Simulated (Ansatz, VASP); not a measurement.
## Two plane-wave programs on Cd

```
CELL_PARAMETERS angstrom
4.99864 0.00000 0.00000
-2.49932 4.32895 0.00000
0.00000 0.00000 2.99318
ATOMIC_POSITIONS crystal
Cd 0.00000 0.00000 0.00000
Cd 0.33333 0.66667 0.50000
Cd 0.66667 0.33333 0.50000
```

Alike in both runs: functional PBEsol; k mesh 7 × 7 × 10; occupations fermi-dirac, width 0.1 eV; no spin polarisation.

Ansatz relaxed the structure, and its values are those at the end. VASP's run is a single point on that final structure, the one shown.

```csv
,VASP,Ansatz
version,VASP 6.6.1,Ansatz 0.2.0
potentials or method,"VASP PAW PBE potentials, release 64 (Cd), cutoff 520 eV","plane waves (420 eV) with PAW, scalar-relativistic"
valence electrons in the cell,36,60
```

```tsv
	VASP	Ansatz	Ansatz less VASP
pressure (GPa)	0.3	0.0	-0.33
```

VASP's potentials were made for PBE, not for PBEsol, and Ansatz warns of the same on its side. VASP's potentials hold 36 valence electrons a cell and Ansatz's 60, so a difference there can come from the potentials and not from the codes.
